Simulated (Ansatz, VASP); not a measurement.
# SiO2: VASP beside Ansatz

```xyz
6
Lattice="-2.4320 2.4320 3.8354 2.4320 -2.4320 3.8354 2.4320 2.4320 -3.8354" Properties=species:S:1:pos:R:3 pbc="T T T"
Si    0.0000    0.0000    0.0000
Si    0.0000    2.4320    1.9177
O     1.2160    3.0321    2.8765
O     0.6001    1.2160    0.9588
O    -1.2160    1.8319    2.8765
O    -0.6001    3.6480    0.9588
```

Alike in both runs: task single point; functional PBEsol; k mesh 6 × 6 × 6; no spin polarisation.

|  | VASP | Ansatz |
| --- | --- | --- |
| version | VASP 6.6.1 | Ansatz 0.2.0 |
| potentials or method | VASP PAW PBE potentials, release 64 (Si, O), cutoff 520 eV | plane waves, PAW |
| occupations | gaussian, width 0.01 eV | fixed |
| valence electrons in the cell | 32 | 32 |

```tsv
	VASP	Ansatz	Ansatz less VASP
pressure (GPa)	-9.2	-9.5	-0.39
traceless stress, the component that is largest in VASP (GPa)	-1.52	-1.58	-0.058
```

VASP's potentials were made for PBE, not for PBEsol.
